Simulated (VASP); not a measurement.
Crystal: Fe.

```xyz
1
Lattice="-1.4430 1.4430 1.4430 1.4430 -1.4430 1.4430 1.4430 1.4430 -1.4430" Properties=species:S:1:pos:R:3 pbc="T T T"
Fe    0.0000    0.0000    0.0000
```

| Quantity | Value |
| --- | --- |
| Program | VASP 6.6.1 |
| Task | relaxation of cell and atoms |
| Functional | PBE |
| Potentials or basis | VASP PAW PBE potentials, release 64 (Fe) |
| Cutoff | 600 eV |
| k mesh | 13 × 13 × 13 |
| Occupations | fermi-dirac, width 0.05 eV |
| Spin | collinear spin, ferromagnetic start |
| Starting moments | [3.0] μB |

At the start: pressure -9.1 GPa; volume 12.02 Å³/atom.

Task: How do energy, volume and symmetry change on relaxing?

Result: Over 3 steps the energy falls by 23.4 meV/atom and the volume is 11.29 Å³/atom (-6.1 %); space group Im-3m (No. 229, to 0.05 Å); moment 2.13 μB per cell.

The path:
```tsv
step	energy change (eV)	largest force (eV/Å)	pressure (GPa)	volume (Å³)
1	0.0000	0.0000	-9.14	12.02
2	-0.0126	0.0000	8.51	10.86
3	-0.0234	0.0000	0.10	11.29
```

Final structure:
```
CELL_PARAMETERS angstrom
-1.41321 1.41321 1.41321
1.41321 -1.41321 1.41321
1.41321 1.41321 -1.41321
ATOMIC_POSITIONS crystal
Fe 0.00000 0.00000 0.00000
```
